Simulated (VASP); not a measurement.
Here is a VASP 6.6.1 calculation.

The input INCAR:

```
ALGO = Normal
EDIFF = 1E-6
ENCUT = 520
GGA = PE
ISIF = 2
ISMEAR = 0
LASPH = T
LCHARG = F
LREAL = F
LWAVE = F
NBANDS = 16
NELM = 100
PREC = Accurate
SIGMA = 0.15
```

File KPOINTS:

```
k-points
0
Gamma
  14 14 14
```

POSCAR

```
InAs
1.0
    0.0000000000      2.7820800000      2.9030400000
    2.7820800000      0.0000000000      2.9030400000
    2.7820800000      2.7820800000      0.0000000000
In As
1 1
Direct
    0.0000000000      0.0000000000      0.0000000000
    0.7500000000      0.7500000000      0.7500000000
```

Potentials or basis: VASP PAW PBE potentials, release 64 (In_d, As).

Command:

```console
$ cat potpaw_PBE.64/In_d/POTCAR potpaw_PBE.64/As/POTCAR > POTCAR
$ mpirun -np 1 vasp_std > vasp.out
```

(1) Estimate the pressure.

(2) Estimate the band gap on the k mesh.

## Answers

(1) 25.6 GPa.

(2) 0.77 eV.

Caveat: the cell differs from its parent crystal (strain -0.080 along x and y, -0.040 along z); the cell stands under pressure; spin-orbit coupling is left out, which moves the levels of the heavy elements.
